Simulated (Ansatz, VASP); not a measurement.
## Two plane-wave programs on Pt

```
Pt
1.0
     2.66707    0.00000    0.00000
    -1.33353    2.30975    0.00000
     0.00000    0.00000    4.60532
Pt
2
Cartesian
  1.3335 0.7699 3.4540
  0.0000 1.5398 1.1513
```

Alike in both runs: task single point; functional LDA; k mesh 21 × 21 × 10; occupations gaussian, width 0.15 eV; no spin polarisation.

|  | VASP | Ansatz |
| --- | --- | --- |
| version | VASP 6.6.1 | Ansatz 0.2.0 |
| potentials or method | VASP PAW LDA potentials, release 64 (Pt), cutoff 520 eV | scalar-relativistic, plane waves, PAW |
| valence electrons in the cell | 20 | 36 |

```tsv
	VASP	Ansatz	Ansatz less VASP
gap on the k mesh at the Fermi level (eV)	none	none	-
pressure (GPa)	16.8	15.9	-0.97
traceless stress, the component that is largest in VASP (GPa)	-2.11	-1.80	+0.312
```

Ansatz warns that its potentials were made for another functional, while VASP's fit it. LDA's correlation is that of Perdew and Zunger in VASP and of Perdew and Wang (1992) in Ansatz. A gap of «none» marks a metal or a gap that the smearing closes. VASP's potentials hold 20 valence electrons a cell and Ansatz's 36, so a difference there can come from the potentials and not from the codes.

Neither program's run includes spin-orbit coupling.
